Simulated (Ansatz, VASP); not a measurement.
# LaGa2: VASP beside Ansatz

```xyz
3
Lattice="4.2253 0.0000 0.0000 -2.1126 3.6592 0.0000 0.0000 0.0000 4.3500" Properties=species:S:1:pos:R:3 pbc="T T T"
La    0.0000    0.0000    0.0000
Ga    0.0000    2.4395    2.1750
Ga    2.1126    1.2197    2.1750
```

Alike in both runs: functional LDA; k mesh 9 × 9 × 8; occupations fermi-dirac, width 0.05 eV; no spin polarisation.

Ansatz relaxed the structure, and its values are those at the end. VASP's run is a single point on that final structure, the one shown.

|  | VASP | Ansatz |
| --- | --- | --- |
| version | VASP 6.6.1 | Ansatz 0.2.0 |
| potentials or method | VASP PAW LDA potentials, release 64 (La, Ga_d), cutoff 520 eV | all-electron LAPW, scalar-relativistic |

```csv
,VASP,Ansatz,Ansatz less VASP
pressure (GPa),0.0,0.0,-0.01
```

LDA's correlation is that of Perdew and Zunger in VASP and of Perdew and Wang (1992) in Ansatz. Ansatz ran all-electron here, and VASP with PAW potentials.

Spin-orbit coupling is off throughout.
